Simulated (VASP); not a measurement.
# Sr4NbO (F-43m) in VASP: single point with PBE

Aim: the single point of Sr4NbO with PBE.

All numbers are computed with VASP 6.6.1; they aren't measurements. Logs are shortened: lines on timing, memory, paths and dates and some standing lists are left out, and cuts for length are marked.

### 1 The cell of the first run

Symmetry: F-43m, No. 216, cubic system. Conventional cell: a = 8.200 Å, b = 8.200 Å, c = 8.200 Å, α = 90.00°, β = 90.00°, γ = 90.00°. Within 3.8 Å of Sr (site symmetry 3m) lie 6 Sr at 2.90 Å and 3 Nb at 3.40 Å and 3 O at 3.40 Å. Within 4.5 Å of Nb (site symmetry -43m) lie 12 Sr at 3.40 Å and 4 O at 3.55 Å. Within 4.5 Å of O (site symmetry -43m) lie 12 Sr at 3.40 Å and 4 Nb at 3.55 Å.

The cell was built from a structure type or drawn by symmetry, and may not be a known phase.

### 2 Single point, PBE

INCAR reads:

```
SYSTEM = Sr4NbO
PREC = Accurate ; ENCUT = 520
EDIFF = 1E-6 ; ISMEAR = 0
SIGMA = 0.1 ; LREAL = .FALSE.
LASPH = .TRUE. ; NELM = 100
ALGO = Normal ; ISIF = 2
LWAVE = .FALSE. ; LCHARG = .TRUE.
GGA = PE ; LELF = .TRUE.
LVHAR = .TRUE. ; NBANDS = 38
```

KPOINTS reads:

```
regular mesh
0
G
  4 4 4
  0 0 0
```

POSCAR reads:

```
Sr4NbO
1.0
    0.0000000000      4.0999432100      4.0999432100
    4.0999432100      0.0000000000      4.0999432100
    4.0999432100      4.0999432100      0.0000000000
Sr Nb O
4 1 1
Direct
    0.3750000000      0.3750000000      0.8750000000
    0.3750000000      0.8750000000      0.3750000000
    0.8750000000      0.3750000000      0.3750000000
    0.3750000000      0.3750000000      0.3750000000
    0.7500000000      0.7500000000      0.7500000000
    0.0000000000      0.0000000000      0.0000000000
```

Potentials or basis: VASP PAW PBE potentials, release 64 (Sr_sv, Nb_sv, O).

Launch:

```sh
cat potpaw_PBE.64/Sr_sv/POTCAR potpaw_PBE.64/Nb_sv/POTCAR potpaw_PBE.64/O/POTCAR > POTCAR
mpirun -np 1 vasp_std > vasp.out
```

OUTCAR:

```text
SYSTEM = Sr4NbO
   PREC = Accurate
   ENCUT = 520
   EDIFF = 1E-6
   ISMEAR = 0
   LREAL = .FALSE.
   LASPH = .TRUE.
   NELM = 100
   ISIF = 2
   GGA = PE

 ion  position               nearest neighbor table
   1  0.375  0.375  0.875-   4 2.90   2 2.90   3 2.90   4 2.90   2 2.90   3 2.90   6 3.40   5 3.40
                             6 3.40   5 3.40   6 3.40   5 3.40   2 5.02   4 5.02   3 5.02   4 5.02
   2  0.375  0.875  0.375-   4 2.90   1 2.90   1 2.90   3 2.90   4 2.90   3 2.90   6 3.40   5 3.40
                             6 3.40   5 3.40   6 3.40   5 3.40   1 5.02   4 5.02   4 5.02   1 5.02
   3  0.875  0.375  0.375-   4 2.90   1 2.90   2 2.90   1 2.90   2 2.90   4 2.90   5 3.40   6 3.40
                             5 3.40   6 3.40   6 3.40   5 3.40   2 5.02   4 5.02   2 5.02   4 5.02
   4  0.375  0.375  0.375-   1 2.90   2 2.90   3 2.90   1 2.90   2 2.90   3 2.90   6 3.40   5 3.40
                             6 3.40   5 3.40   6 3.40   5 3.40   1 5.02   2 5.02   1 5.02   2 5.02
   5  0.750  0.750  0.750-   1 3.40   2 3.40   4 3.40   1 3.40   3 3.40   4 3.40   2 3.40   3 3.40
                             4 3.40   1 3.40   2 3.40   3 3.40
   6  0.000  0.000  0.000-   2 3.40   3 3.40   1 3.40   3 3.40   4 3.40   1 3.40   2 3.40   4 3.40
                             4 3.40   1 3.40   2 3.40   3 3.40

  LATTYP: Found a face centered cubic cell.
 ALAT       =     8.1998864200

  Lattice vectors:

 A1 = (   0.0000000000,   4.0999432100,   4.0999432100)
 A2 = (   4.0999432100,   0.0000000000,   4.0999432100)
 A3 = (   4.0999432100,   4.0999432100,   0.0000000000)

Analysis of symmetry for initial positions (statically):
=====================================================================
 Subroutine PRICEL returns:
 Original cell was already a primitive cell.

 Routine SETGRP: Setting up the symmetry group for a
 face centered cubic supercell.

 Subroutine GETGRP returns: Found 24 space group operations
 (whereof 24 operations were pure point group operations)
 out of a pool of 48 trial point group operations.

The static configuration has the point symmetry T_d .

Analysis of symmetry for dynamics (positions and initial velocities):
=====================================================================
 Subroutine PRICEL returns:
 Original cell was already a primitive cell.

 Routine SETGRP: Setting up the symmetry group for a
 face centered cubic supercell.

 Subroutine GETGRP returns: Found 24 space group operations
 (whereof 24 operations were pure point group operations)
 out of a pool of 48 trial point group operations.

The dynamic configuration has the point symmetry T_d .

 Subroutine INISYM returns: Found 24 space group operations
 (whereof 24 operations are pure point group operations),
 and found     1 'primitive' translations

----------------------------------------------------------------------------------------

                                     Primitive cell

  volume of cell :     137.8363

  direct lattice vectors                    reciprocal lattice vectors
     0.000000000  4.099943210  4.099943210    -0.121952909  0.121952909  0.121952909
     4.099943210  0.000000000  4.099943210     0.121952909 -0.121952909  0.121952909
     4.099943210  4.099943210  0.000000000     0.121952909  0.121952909 -0.121952909

  length of vectors
     5.798195293  5.798195293  5.798195293     0.211228634  0.211228634  0.211228634

  position of ions in fractional coordinates (direct lattice)
     0.375000000  0.375000000  0.875000000
     0.375000000  0.875000000  0.375000000
     0.875000000  0.375000000  0.375000000
     0.375000000  0.375000000  0.375000000
     0.750000000  0.750000000  0.750000000
     0.000000000  0.000000000  0.000000000

  ion indices of the primitive-cell ions
   primitive index   ion index
                 1           1
                 2           2
                 3           3
                 4           4
                 5           5
                 6           6

----------------------------------------------------------------------------------------

 KPOINTS: regular mesh

Automatic generation of k-mesh.
 Grid dimensions read from file:
 generate k-points for:    4    4    4

 Generating k-lattice:

  Cartesian coordinates                     Fractional coordinates (reciprocal lattice)
    -0.030488227  0.030488227  0.030488227     0.250000000  0.000000000  0.000000000
     0.030488227 -0.030488227  0.030488227     0.000000000  0.250000000  0.000000000
     0.030488227  0.030488227 -0.030488227     0.000000000  0.000000000  0.250000000

  Length of vectors
     0.052807159  0.052807159  0.052807159

  Shift w.r.t. Gamma in fractional coordinates (k-lattice)
     0.000000000  0.000000000  0.000000000

 Subroutine IBZKPT returns following result:
 ===========================================

 Found      8 irreducible k-points:

 Following reciprocal coordinates:
            Coordinates               Weight
  0.000000  0.000000  0.000000      1.000000
  0.250000  0.000000  0.000000      8.000000
  0.500000  0.000000  0.000000      4.000000
  0.250000  0.250000  0.000000      6.000000
  0.500000  0.250000  0.000000     24.000000
 -0.250000  0.250000  0.000000     12.000000
  0.500000  0.500000  0.000000      3.000000
 -0.250000  0.500000  0.250000      6.000000
   k-points           NKPTS =      8   k-points in BZ     NKDIM =      8   number of bands    NBANDS=     38
   number of dos      NEDOS =    301   number of ions     NIONS =      6
   total plane-waves  NPLWV = 110592
   dimension x,y,z NGX =    48 NGY =   48 NGZ =   48
   dimension x,y,z NGXF=    96 NGYF=   96 NGZF=   96
   ions per type =               4   1   1
   NGX,Y,Z   is equivalent  to a cutoff of  13.76, 13.76, 13.76 a.u.
   NGXF,Y,Z  is equivalent  to a cutoff of  27.53, 27.53, 27.53 a.u.
 SYSTEM =  Sr4NbO
   PREC   = accura    normal or accurate (medium, high low for compatibility)
   ISTART =      0    job   : 0-new  1-cont  2-samecut
   ICHARG =      2    charge: 1-file 2-atom 10-const
   ISPIN  =      1    spin polarized calculation?
   LNONCOLLINEAR =      F non collinear calculations
   LSORBIT =      F    spin-orbit coupling
   LASPH  =      T    aspherical Exc in radial PAW
   ENCUT  =  520.0 eV  38.22 Ry    6.18 a.u.  10.78 10.78 10.78*2*pi/ulx,y,z
   NELM   =    100;   NELMIN=  2; NELMDL= -5     # of ELM steps
   EDIFF  = 0.1E-05   stopping-criterion for ELM
   LREAL  =      F    real-space projection
   EDIFFG = 0.1E-04   stopping-criterion for IOM
   NSW    =      0    number of steps for IOM
   IBRION =     -1    ionic relax: 0-MD 1-quasi-New 2-CG
   NFREE  =      0    steps in history (QN), initial steepest desc. (CG)
   ISIF   =      2    stress and relaxation
   ISYM   =      2    0-nonsym 1-usesym 2-fastsym
   POTIM  = 0.5000    time-step for ionic-motion
   TEBEG  =    0.0;   TEEND  =   0.0 temperature during run
   PSTRESS=    0.0 pullay stress
   NELECT =      59.0000    total number of electrons
   NUPDOWN=      -1.0000    fix difference up-down
   EMIN   =  10.00;   EMAX   =-10.00  energy-range for DOS
   EFERMI =   0.00;   METHOD = LEGACY
   ISMEAR =     0;   SIGMA  =   0.10  broadening in eV -4-tet -1-fermi 0-gaus
   EFERMI_NEDOS =   21; number of points for ismear=-14 and -15
   IALGO  =     38    algorithm
   IMIX   =      4    mixing-type and parameters
     AMIX     =   0.40;   BMIX     =  1.00
     AMIX_MAG =   1.60;   BMIX_MAG =  1.00
  volume/ion in A,a.u.               =      22.97       155.03
  Fermi-wavevector in a.u.,A,eV,Ry     =   1.233780  2.331506 20.710960  1.522213
  Thomas-Fermi vector in A             =   2.368496
   LORBIT       =      0    0 simple, 1 ext, 2 COOP (PROOUT), +10 PAW based schemes
   GGA     = PE    functional components
   LHFCALC =     F    Hartree Fock is set to
   AEXX    =    0.0000 exact exchange contribution
   IVDW    =     0    specifies the selected vdW correction
   LEPSILON=     F    determine dielectric tensor
   LRPA    =     F    only Hartree local field effects (RPA)
 non-spin polarized calculation
 Gauss-broadening in eV      SIGMA  =   0.10
  energy-cutoff  :      520.00
  volume of cell :      137.84
 maximum number of plane-waves:      3727
 NGX is ok and might be reduce to    48
   NGX = 21   NGY = 21   NGZ = 21

 number of electron      58.9999997 magnetization

 Free energy of the ion-electron system (eV)
  ---------------------------------------------------
  ext. energy  EPLUGINS =         0.00000000
  ---------------------------------------------------
  free energy    TOTEN  =       -11.13387916 eV

  energy without entropy =      -11.02789633  energy(sigma->0) =      -11.08088774

 E-fermi :   4.7804     XC(G=0): -10.1246

 val. band max:        4.7641659550   @ k =   0.5000   0.2500   0.0000
 cond. band min:       4.7976938248   @ k =   0.5000   0.0000   0.0000
 fundamental gap:      0.0335278699
 Fermi energy:         4.7804335358

 k-point     1 :       0.0000    0.0000    0.0000
  band No.  band energies     occupation
      1     -49.6552      2.00000
      2     -31.4322      2.00000
      3     -30.6224      2.00000
      4     -30.6224      2.00000
      5     -30.6224      2.00000
      6     -25.7354      2.00000
[... 30 lines left out ...]
     37       6.5864      0.00000
     38       6.5893      0.00000

 k-point     2 :       0.2500    0.0000    0.0000
  band No.  band energies     occupation
      1     -49.6552      2.00000
      2     -31.3553      2.00000
      3     -30.7168      2.00000
      4     -30.6233      2.00000
      5     -30.6233      2.00000
      6     -25.7355      2.00000
[... 30 lines left out ...]
     37       6.5343      0.00000
     38       7.3200      0.00000
[... 203 lines left out ...]
     37       7.7511      0.00000
     38       7.7835      0.00000

 k-point     8 :      -0.2500    0.5000    0.2500
  band No.  band energies     occupation
      1     -49.6552      2.00000
      2     -31.0562      2.00000
      3     -31.0422      2.00000
      4     -30.6263      2.00000
      5     -30.6258      2.00000
      6     -25.7347      2.00000
[... 30 lines left out ...]
     37       6.9167      0.00000
     38       7.6669      0.00000

------------------------ aborting loop because EDIFF is reached ----------------------------------------

  FORCE on cell =-STRESS in cart. coord.  units (eV):
  Direction    XX          YY          ZZ          XY          YZ          ZX
  --------------------------------------------------------------------------------------
  -------------------------------------------------------------------------------------
  Total       13.4575354     13.4575354     13.4575354     -0.0000000      0.0000000      0.0000000
  in kB      156.4273164    156.4273164    156.4273164     -0.0000000      0.0000000      0.0000000
  external PRESSURE =     156.4273164 kB  Pullay stress =       0.0000000 kB

 VOLUME and BASIS-vectors are now :
 -----------------------------------------------------------------------------
  energy-cutoff  :      520.00
  volume of cell :      137.84
      direct lattice vectors                 reciprocal lattice vectors
     0.000000000  4.099943210  4.099943210    -0.121952909  0.121952909  0.121952909
     4.099943210  0.000000000  4.099943210     0.121952909 -0.121952909  0.121952909
     4.099943210  4.099943210  0.000000000     0.121952909  0.121952909 -0.121952909

 POSITION                                       TOTAL-FORCE (eV/Angst)
 -----------------------------------------------------------------------------------
      5.12493      5.12493      3.07496         0.283337      0.283337     -0.283337
      5.12493      3.07496      5.12493         0.283337     -0.283337      0.283337
      3.07496      5.12493      5.12493        -0.283337      0.283337      0.283337
      3.07496      3.07496      3.07496        -0.283337     -0.283337     -0.283337
      6.14991      6.14991      6.14991        -0.000000     -0.000000     -0.000000
      0.00000      0.00000      0.00000        -0.000000     -0.000000     -0.000000
 -----------------------------------------------------------------------------------
    total drift:                                0.000000      0.000000     -0.000000

  FREE ENERGIE OF THE ION-ELECTRON SYSTEM (eV)
  ---------------------------------------------------
  free  energy   TOTEN  =       -11.1338791592 eV

  energy  without entropy=      -11.0278963290  energy(sigma->0) =      -11.08088774
```

It took 2.1 min on 1 thread of Intel Xeon 8259CL, shared host; peak memory 0.33 GiB.

What came out:

| Item | Value |
| --- | --- |
| Free energy | -11.1339 eV |
| Pressure | 15.6 GPa |
| Band gap on the k mesh | zero (an odd number of electrons rules out a gap without spin polarisation) |

Caveat: the cell stands under pressure; an odd number of electrons without spin polarisation forces a metal; a magnetic or distorted state may lie lower.
